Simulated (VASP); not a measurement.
# SnSe (I-4m2) in VASP: a series of runs, part 2 of 2

VASP 6.6.1. Earlier steps stand in the parts before.

### 3 Single point, r2SCAN (biaxial xy strain +3.0%)

File POSCAR:

```
SnSe
1.0
    0.0000000000      3.4665858174      3.3639842963
    3.4665858174      0.0000000000      3.3639842963
    3.4665858174      3.4665858174      0.0000000000
Sn Se
1 1
Direct
    0.0000000000      0.0000000000      0.0000000000
    0.2500000000      0.2500000000      0.2500000000
```

File INCAR.step1:

```
SYSTEM = SnSe
ALGO = Normal
EDIFF = 1E-4
ENCUT = 520
GGA = PE
ISMEAR = 0
LASPH = .TRUE.
LCHARG = .FALSE.
LREAL = .FALSE.
LWAVE = .TRUE.
NBANDS = 17
NELM = 60
PREC = Accurate
SIGMA = 0.01
```

File INCAR.step2:

```
SYSTEM = SnSe
ALGO = Normal
EDIFF = 1E-6
ENCUT = 520
ISIF = 2
ISMEAR = 0
ISTART = 1
LASPH = .TRUE.
LCHARG = .FALSE.
LMIXTAU = .TRUE.
LREAL = .FALSE.
LWAVE = .FALSE.
METAGGA = R2SCAN
NBANDS = 17
NELM = 60
PREC = Accurate
SIGMA = 0.01
```

File KPOINTS:

```
k-points
0
G
  6 6 6
  0 0 0
```

Potentials or basis: VASP PAW PBE potentials, release 64 (Sn_d, Se).

Started as:

```bash
$ cat potpaw_PBE.64/Sn_d/POTCAR potpaw_PBE.64/Se/POTCAR > POTCAR
$ cp INCAR.step1 INCAR
$ mpirun -np 1 vasp_std > vasp.out
$ cp INCAR.step2 INCAR
$ mpirun -np 1 vasp_std > vasp.out
```

OUTCAR:

```text
SYSTEM = SnSe
   EDIFF = 1E-6
   ENCUT = 520
   ISIF = 2
   ISMEAR = 0
   ISTART = 1
   LASPH = .TRUE.
   LREAL = .FALSE.
   METAGGA = R2SCAN
   NELM = 60
   PREC = Accurate

 ion  position               nearest neighbor table
   1  0.000  0.000  0.000-   2 2.97   2 2.97   2 2.97   2 2.97
   2  0.250  0.250  0.250-   1 2.97   1 2.97   1 2.97   1 2.97

  LATTYP: Found a body centered tetragonal cell.
 ALAT       =     4.9024926781
 C/A-ratio  =     1.3723566835

  Lattice vectors:

 A1 = (   0.0000000000,  -3.4665858174,  -3.3639842963)
 A2 = (   0.0000000000,   3.4665858174,  -3.3639842963)
 A3 = (   3.4665858174,   0.0000000000,   3.3639842963)

Analysis of symmetry for initial positions (statically):
=====================================================================
 Subroutine PRICEL returns:
 Original cell was already a primitive cell.

 Routine SETGRP: Setting up the symmetry group for a
 body centered tetragonal supercell.

 Subroutine GETGRP returns: Found  8 space group operations
 (whereof  8 operations were pure point group operations)
 out of a pool of 16 trial point group operations.

The static configuration has the point symmetry D_2d.

Analysis of symmetry for dynamics (positions and initial velocities):
=====================================================================
 Subroutine PRICEL returns:
 Original cell was already a primitive cell.

 Routine SETGRP: Setting up the symmetry group for a
 body centered tetragonal supercell.

 Subroutine GETGRP returns: Found  8 space group operations
 (whereof  8 operations were pure point group operations)
 out of a pool of 16 trial point group operations.

The dynamic configuration has the point symmetry D_2d.

 Subroutine INISYM returns: Found  8 space group operations
 (whereof  8 operations are pure point group operations),
 and found     1 'primitive' translations

[... 105 lines left out ...]
   NELECT =      20.0000    total number of electrons
   NUPDOWN=      -1.0000    fix difference up-down
   EMIN   =  10.00;   EMAX   =-10.00  energy-range for DOS
   EFERMI =   0.00;   METHOD = LEGACY
   ISMEAR =     0;   SIGMA  =   0.01  broadening in eV -4-tet -1-fermi 0-gaus
   EFERMI_NEDOS =   21; number of points for ismear=-14 and -15
   IALGO  =     38    algorithm
   IMIX   =      4    mixing-type and parameters
     AMIX     =   0.40;   BMIX     =  1.00
     AMIX_MAG =   1.60;   BMIX_MAG =  1.00
  volume/ion in A,a.u.               =      40.43       272.81
  Fermi-wavevector in a.u.,A,eV,Ry     =   1.027674  1.942023 14.369313  1.056115
  Thomas-Fermi vector in A             =   2.161632
   LORBIT       =      0    0 simple, 1 ext, 2 COOP (PROOUT), +10 PAW based schemes
   METAGGA = R2SCAN    functional components
   LHFCALC =     F    Hartree Fock is set to
   AEXX    =    0.0000 exact exchange contribution
   IVDW    =     0    specifies the selected vdW correction
   LEPSILON=     F    determine dielectric tensor
   LRPA    =     F    only Hartree local field effects (RPA)
 non-spin polarized calculation
 Gauss-broadening in eV      SIGMA  =   0.01
  energy-cutoff  :      520.00
  volume of cell :       80.85
 maximum number of plane-waves:      2192
   NGX = 17   NGY = 17   NGZ = 19

 number of electron      19.9999992 magnetization

 Free energy of the ion-electron system (eV)
  ---------------------------------------------------
  ext. energy  EPLUGINS =         0.00000000
  ---------------------------------------------------
  free energy    TOTEN  =       -39.26172362 eV

  energy without entropy =      -39.26172362  energy(sigma->0) =      -39.26172362

 E-fermi :   2.2810     XC(G=0):  -8.1200

 val. band max:        2.2353394770   @ k =  -0.3333   0.1667   0.5000
 cond. band min:       2.5280553366   @ k =   0.5000   0.5000   0.0000
 fundamental gap:      0.2927158595
 Fermi energy:         2.2809959721

 k-point     1 :       0.0000    0.0000    0.0000
  band No.  band energies     occupation
      1     -20.1327      2.00000
      2     -20.1327      2.00000
      3     -20.1292      2.00000
      4     -20.1206      2.00000
      5     -20.1170      2.00000
      6     -11.1839      2.00000
[... 457 lines left out ...]
      4     -20.1204      2.00000
      5     -20.1168      2.00000
      6     -10.6566      2.00000
[... 9 lines left out ...]
     16      11.2685      0.00000
     17      12.7064      0.00000

 [... further k-points ...]
[... 5 lines left out ...]
  --------------------------------------------------------------------------------------
  -------------------------------------------------------------------------------------
  Total       -0.9445728     -0.9445728     -0.8974652      0.0000000     -0.0000000      0.0000000
  in kB      -18.7179437    -18.7179437    -17.7844454      0.0000000     -0.0000000      0.0000000
  external PRESSURE =     -18.4067776 kB  Pullay stress =       0.0000000 kB

 VOLUME and BASIS-vectors are now :
 -----------------------------------------------------------------------------
  energy-cutoff  :      520.00
  volume of cell :       80.85
      direct lattice vectors                 reciprocal lattice vectors
     0.000000000  3.466585817  3.363984296    -0.144234133  0.144234133  0.148633274
     3.466585817  0.000000000  3.363984296     0.144234133 -0.144234133  0.148633274
     3.466585817  3.466585817  0.000000000     0.144234133  0.144234133 -0.148633274

 POSITION                                       TOTAL-FORCE (eV/Angst)
 -----------------------------------------------------------------------------------
      0.00000      0.00000      0.00000         0.000000      0.000000      0.000000
      1.73329      1.73329      1.68199        -0.000000     -0.000000     -0.000000
 -----------------------------------------------------------------------------------
    total drift:                                0.000002      0.000002      0.000003

  FREE ENERGIE OF THE ION-ELECTRON SYSTEM (eV)
  ---------------------------------------------------
  free  energy   TOTEN  =       -39.2617236201 eV

  energy  without entropy=      -39.2617236201  energy(sigma->0) =      -39.26172362
```

OSZICAR.step1:

```text
N       E                     dE             d eps       ncg     rms          rms(c)
DAV:   1     0.130116292918E+03    0.13012E+03   -0.95509E+03  1020   0.124E+03
DAV:   2     0.594810118611E+01   -0.12417E+03   -0.12047E+03  1092   0.310E+02
DAV:   3    -0.773187413007E+01   -0.13680E+02   -0.13600E+02  1262   0.954E+01
DAV:   4    -0.811103609669E+01   -0.37916E+00   -0.37894E+00  1160   0.175E+01
DAV:   5    -0.812384959749E+01   -0.12814E-01   -0.12813E-01  1498   0.311E+00    0.315E+00
DAV:   6    -0.774054137513E+01    0.38331E+00   -0.11281E+00  1444   0.477E+00    0.185E+00
DAV:   7    -0.774055188700E+01   -0.10512E-04   -0.11795E-01  1063   0.141E+00    0.987E-01
DAV:   8    -0.774379654601E+01   -0.32447E-02   -0.14346E-02  1183   0.106E+00    0.127E-01
DAV:   9    -0.774401376698E+01   -0.21722E-03   -0.37433E-03  1150   0.381E-01    0.934E-02
DAV:  10    -0.774451804117E+01   -0.50427E-03   -0.68148E-04  1072   0.162E-01    0.246E-02
DAV:  11    -0.774462500122E+01   -0.10696E-03   -0.11695E-04  1068   0.652E-02    0.759E-03
DAV:  12    -0.774463493009E+01   -0.99289E-05   -0.12860E-05   839   0.350E-02
   1 F= -.77446349E+01 E0= -.77446349E+01  d E =-.731034E-17
```

Wall time 1.7 min (1 thread of Intel Xeon Platinum 8488C (Sapphire Rapids), shared host); peak memory 0.23 GiB.

What came out:

- Free energy: -39.2617 eV
- Pressure: -1.8 GPa
- Band gap on the k mesh: 0.29 eV (least direct gap 0.82 eV)

Caveat: the cell differs from its parent crystal (biaxial xy strain +3.0%); the structure was generated, so it needn't be the stable form of SnSe; semilocal functionals underestimate gaps, and a narrow one can read as zero; the PAW data sets were made with another functional, which shifts forces and pressure a little; spin-orbit coupling is left out, which moves the levels of the heavy elements.

### 4 Single point, HSE06 (biaxial xy strain +3.0%)

POSCAR is that of step 3.

File INCAR.step1:

```
SYSTEM = SnSe
PREC = Accurate
ENCUT = 520
EDIFF = 1E-5
ISMEAR = 0
SIGMA = 0.01
LREAL = .FALSE.
LASPH = .TRUE.
NELM = 60
ALGO = Normal
ISIF = 2
LWAVE = .TRUE.
GGA = PE
NBANDS = 17
```

File INCAR.step2:

```
SYSTEM = SnSe
PREC = Accurate
ENCUT = 520
EDIFF = 1E-6
ISMEAR = 0
SIGMA = 0.01
LREAL = .FALSE.
LASPH = .TRUE.
NELM = 60
ALGO = Normal
ISIF = 2
LWAVE = .FALSE.
LCHARG = .TRUE.
GGA = PE
LHFCALC = .TRUE.
HFSCREEN = 0.2079
PRECFOCK = Normal
LELF = .TRUE.
LVHAR = .TRUE.
ISTART = 1
NBANDS = 17
```

File KPOINTS:

```
regular mesh
0
G
  4 4 4
  0 0 0
```

Started as:

```bash
$ cat potpaw_PBE.64/Sn_d/POTCAR potpaw_PBE.64/Se/POTCAR > POTCAR
$ cp INCAR.step1 INCAR
$ mpirun -np 1 vasp_std > vasp.out
$ cp INCAR.step2 INCAR
$ mpirun -np 1 vasp_std > vasp.out
```

Wall time 17 min (1 thread of Intel Xeon Platinum 8488C (Sapphire Rapids), shared host); peak memory 0.33 GiB.

It converged, with:

```yaml
Free_energy: -9.1900 eV
Pressure: -1.8 GPa
Band_gap_on_the_k_mesh: 0.42 eV (least direct gap 1.13 eV)
```

Stress tensor (GPa, compression positive):
```
-1.80  0.00  0.00
 0.00 -1.80  0.00
 0.00  0.00 -1.66
```

Levels at points of the mesh, in eV from the valence-band top:
```
           k point  band 6  band 7  band 8  band 9  band 10  band 11  band 12  band 13  band 14  band 15
(0.00, 0.00, 0.00)  -14.36   -5.88   -2.52   -2.52    -2.42     1.88     1.97     1.97     5.23     7.88
(0.50, 0.00, 0.00)  -13.91   -7.75   -3.07   -2.94    -2.28     2.69     2.73     3.71     6.82     7.89
(0.50, 0.50, 0.00)  -13.74   -7.99   -3.77   -3.77    -0.80     0.42     4.82     4.82     6.17     7.75
(0.50, 0.00, 0.50)  -13.76   -8.07   -3.67   -3.66    -0.65     0.48     4.72     4.83     6.02     7.70
```

Caveat: the cell differs from its parent crystal (biaxial xy strain +3.0%); the structure was generated, so it needn't be the stable form of SnSe; the PAW data sets were made with another functional, which shifts forces and pressure a little; spin-orbit coupling is left out, which moves the levels of the heavy elements.

### 5 Summary

```tsv
level	k mesh	smearing	grid for exact exchange (PRECFOCK)	share of exact exchange	screening parameter	gap on the mesh (eV)	pressure (GPa)
PBE	6 × 6 × 6	fermi-dirac 0.02 eV	-	-	-	0.22	-1.1
r2SCAN	6 × 6 × 6	gaussian 0.01 eV	-	-	-	0.29	-1.8
HSE06	4 × 4 × 4	gaussian 0.01 eV	Normal	0.25	0.2079 1/Å	0.42	-1.8
```

Alike in all rows: task single point; potentials or basis VASP PAW PBE potentials, release 64 (Sn_d, Se); no spin polarisation; cell as given; cutoff (eV) 520.

Caveats: the structure was generated, so it needn't be the stable form of SnSe; spin-orbit coupling is left out, which moves the levels of the heavy elements; semilocal functionals underestimate gaps, and a narrow one can read as zero (at least some runs); the PAW data sets were made with another functional, which shifts forces and pressure a little (at least some runs).

Total energies depend on the potentials used, so only differences within one code and one set of settings carry meaning.
